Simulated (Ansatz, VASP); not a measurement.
## MnF2 in VASP and in Ansatz

The input INCAR:

```
PREC = Accurate ; ENCUT = 600
EDIFF = 1E-7 ; ISMEAR = 0
SIGMA = 0.1 ; LREAL = False
LASPH = True ; NELM = 150
ALGO = Normal ; ISIF = 3
LWAVE = False ; LCHARG = False
ISPIN = 2 ; MAGMOM = 4 0 0
LORBIT = 11 ; LMAXMIX = 4
GGA = PE ; IBRION = 2
NSW = 90 ; EDIFFG = -0.04
```

Contents of KPOINTS:

```
Automatic mesh
0
Gamma
  6 6 6
```

File POSCAR:

```
MnF2
1.0
    3.2286013200      0.0000000000      0.0000000000
   -1.6143006600      2.7960507600      0.0000000000
    0.0000000000      0.0000000000      3.4450277300
Mn F
1 2
Direct
    0.0000000000      0.0000000000      0.0000000000
    0.3333333300      0.6666666700      0.5000000000
    0.6666666700      0.3333333300      0.5000000000
```

Input for Ansatz:

```yaml
crystal:
  lattice:
    - [3.22860132, 0.0, 0.0]
    - [-1.61430066, 2.79605076, 0.0]
    - [0.0, 0.0, 3.44502773]
  atoms:
    - { symbol: Mn, position: [0.0, 0.0, 0.0], spin: 4.0 }
    - { symbol: F, position: [0.33333333, 0.66666667, 0.5] }
    - { symbol: F, position: [0.66666667, 0.33333333, 0.5] }
basis:
  ecutwfc: 420
kpoints:
  mp_grid: { grid: [6, 6, 6] }
hamiltonian:
  xc: pbe
scf:
  occupations: { method: gaussian, width: 0.1 }
  lower_state_search: "off"
output:
  forces: true
  stress: true
  eigenvalues: true
  populations: true
magnetization:
  spin_polarized: true
relax:
  adjacent_minimum: "off"
  f_tol: 0.04
  max_steps: 70
  cell: { stress_tol: 0.4 }
```

Change from the starting cell: species swapped into the TiB2 type (P6/mmm, No. 191).

Alike in both runs: task relaxation of cell and atoms; functional PBE; k mesh 6 × 6 × 6; occupations gaussian, width 0.1 eV; collinear spin.

|  | VASP | Ansatz |
| --- | --- | --- |
| version | VASP 6.6.1 | Ansatz 0.2.0 |
| potentials or method | VASP PAW PBE potentials, release 64 (Mn_pv, F), cutoff 600 eV | scalar-relativistic, plane waves, PAW |
| valence electrons in the cell | 27 | 29 |

```csv
,VASP,Ansatz,Ansatz less VASP
"gap on the k mesh at the Fermi level, each at its own relaxed structure (eV)",0.53,0.54,+0.014
net moment per atom (μB),1.67,1.67,0.000
size of the moment on the site where the two differ most (μB),4.58,4.52,-0.057
relaxed volume (Å³/atom),11.13,11.28,+0.153
relaxed length of the cell vector where the two differ most in proportion (Å),3.753,3.773,+0.0207
```

Site moments also hang on the region over which each program counts them. VASP's potentials hold 27 valence electrons a cell and Ansatz's 29, so a difference there can come from the potentials and not from the codes.
